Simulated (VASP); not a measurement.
# SbS3: relaxation of cell and atoms with PBE

Crystal: SbS3.

```
Sb S
1.0
     3.78341    0.00000    0.00000
     0.00000    3.78341    0.00000
     0.00000    0.00000    8.46829
Sb S
1 3
Cartesian
  1.8917 1.8917 4.2341
  0.0000 0.0000 7.5099
  0.0000 0.0000 0.9584
  0.0000 0.0000 4.2341
```

The cell was generated, and may not be a known phase.

```json
{"Program": "VASP 6.6.1", "Task": "relaxation of cell and atoms", "Functional": "PBE", "Potentials or basis": "VASP PAW PBE potentials, release 64 (Sb, S)", "Cutoff": "600 eV", "k mesh": "12 × 12 × 6", "Occupations": "gaussian, width 0.1 eV", "Spin": "no spin polarisation", "Dipole correction": "no", "Further INCAR settings": "ALGO = Normal; EDIFF = 1e-06; IBRION = 2; EDIFFG = -0.01; NSW = 100; ISIF = 3"}
```

```yaml
Relaxed_volume: 30.11 Å³/atom
Relaxed_cell: a = 3.757 Å, b = 3.757 Å, c = 8.535 Å, α = 90.00°, β = 90.00°, γ = 90.00°
Space_group_after_relaxing_to_0.1_Å: P4/mmm (No. 123)
Energy_gained_by_relaxing: 1.5 meV/atom
Ionic_steps: 12
Pressure_after_relaxing: 0.0 GPa
Largest_force_after_relaxing: 0.004 eV/Å
Band_gap_on_the_k_mesh: zero (an odd number of electrons rules out a gap without spin polarisation)
```

Forces in eV/Å, atoms in the order of the input:
```
Sb   0.000  0.000  0.000
S    0.000  0.000 -0.004
S    0.000  0.000  0.004
S    0.000  0.000  0.000
```

Step by step:
```
step  energy change (eV)  largest force (eV/Å)  pressure (GPa)  volume (Å³)
   1              0.0000                0.2818           -0.75       121.22
   2              0.0058                0.8050            0.78       118.74
   3             -0.0039                0.1197           -0.17       120.24
   4             -0.0055                0.0678            0.11       119.09
   5             -0.0057                0.0190            0.04       119.39
   6             -0.0057                0.0168            0.03       119.41
   7             -0.0058                0.0163            0.03       119.49
   8             -0.0060                0.0164            0.01       119.74
   9             -0.0061                0.0167           -0.02       120.23
  10             -0.0062                0.0158           -0.03       120.47
  11             -0.0057                0.1593            0.17       120.32
  12             -0.0062                0.0036           -0.01       120.45
```

Final structure:
```yaml
crystal:
  lattice:
    - [3.75657, 0.00000, 0.00000]
    - [0.00000, 3.75657, 0.00000]
    - [0.00000, 0.00000, 8.53543]
  atoms:
    - { symbol: Sb, position: [0.50000, 0.50000, 0.50000] }
    - { symbol: S, position: [0.00000, 0.00000, 0.88839] }
    - { symbol: S, position: [0.00000, 0.00000, 0.11161] }
    - { symbol: S, position: [0.00000, 0.00000, 0.50000] }
```

Levels at points of the mesh, in eV from the Fermi level:
```tsv
k point	band 10	band 11	band 12	band 13	band 14	band 15
(0.00, 0.00, 0.00)	-2.86	0.57	0.57	1.49	3.34	4.47
(0.50, 0.00, 0.00)	-1.82	-0.23	-0.01	-0.01	0.30	0.75
(0.50, 0.50, 0.00)	-2.33	-0.75	-0.75	0.12	4.98	4.99
(0.00, 0.00, 0.50)	-2.87	0.61	0.61	1.45	3.15	3.35
(0.50, 0.00, 0.50)	-1.03	-0.97	-0.22	-0.01	0.30	0.78
(0.50, 0.50, 0.50)	-1.81	-0.66	-0.66	0.10	4.34	4.34
```

It took 14 min on 1 thread of AMD EPYC 7R13 Processor (Zen 3) (shared host), peak memory 0.39 GiB.

Caveat: spin-orbit coupling is left out, which moves the levels of the heavy elements; this functional lacks dispersion, which binds layers or chains, so the pressure and a relaxed spacing across them are unreliable; an odd number of electrons without spin polarisation forces a metal; a magnetic or distorted state may lie lower.
